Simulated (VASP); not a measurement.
Wanted: the native input for a VASP 6.6.1 run.

- Task: density of states
- Functional: PBE
- Potentials or basis: VASP PAW PBE potentials, release 64 (Ga_d)
- Cutoff: 520 eV
- k mesh: 16 × 16 × 8
- Occupations: gaussian, width 0.05 eV
- Spin: no spin polarisation
- Dipole correction: no
- k mesh for the DOS: 24 × 24 × 12
- Occupations for the DOS: tetrahedron
- Further INCAR settings: ALGO = Fast; EDIFF = 1e-07; NBANDS = 20

Crystal: Ga.

```
Ga
1.0
     2.99140    0.00000    0.00000
    -1.49570    2.59063    0.00000
     0.00000    0.00000    4.91680
Ga
2
Direct
  0.33333 0.66667 0.75000
  0.66667 0.33333 0.25000
```

One way to write it, as run:

POSCAR

```
Ga
1.0
    2.9914029652      0.0000000000      0.0000000000
   -1.4957014826      2.5906309608      0.0000000000
    0.0000000000      0.0000000000      4.9167962507
Ga
2
Direct
    0.3333333333      0.6666666667      0.7500000000
    0.6666666667      0.3333333333      0.2500000000
```

INCAR.step1

```
  PREC = Accurate
  ENCUT = 520
  EDIFF = 1E-7
  ISMEAR = 0
  SIGMA = 0.05
  LREAL = False
  LASPH = True
  NELM = 100
  ALGO = Fast
  ISIF = 2
  LWAVE = False
  LCHARG = True
  GGA = PE
  NBANDS = 20
```

KPOINTS.step1

```
Automatic mesh
0
Gamma
  16 16 8
```

INCAR.step2

```
  PREC = Accurate
  ENCUT = 520
  EDIFF = 1E-7
  ISMEAR = -5
  SIGMA = 0.05
  LREAL = False
  LASPH = True
  NELM = 100
  ALGO = Fast
  ISIF = 2
  LWAVE = False
  LCHARG = False
  GGA = PE
  LORBIT = 10
  NBANDS = 20
  NEDOS = 1001
  ICHARG = 11
```

KPOINTS.step2

```
Automatic mesh
0
Gamma
  24 24 12
```

Potentials or basis: VASP PAW PBE potentials, release 64 (Ga_d).

Launch:

```console
$ cat potpaw_PBE.64/Ga_d/POTCAR > POTCAR
$ cp INCAR.step1 INCAR
$ cp KPOINTS.step1 KPOINTS
$ mpirun -np 1 vasp_std > vasp.out
$ cp INCAR.step2 INCAR
$ cp KPOINTS.step2 KPOINTS
$ mpirun -np 1 vasp_std > vasp.out
```

It gave:

```json
{
 "Valence electrons inside the program's atomic spheres": "Ga 11.51"
}
```

It took 9.4 min on 1 thread of AMD EPYC 7R13, with other jobs on the host, peak memory 0.34 GiB.
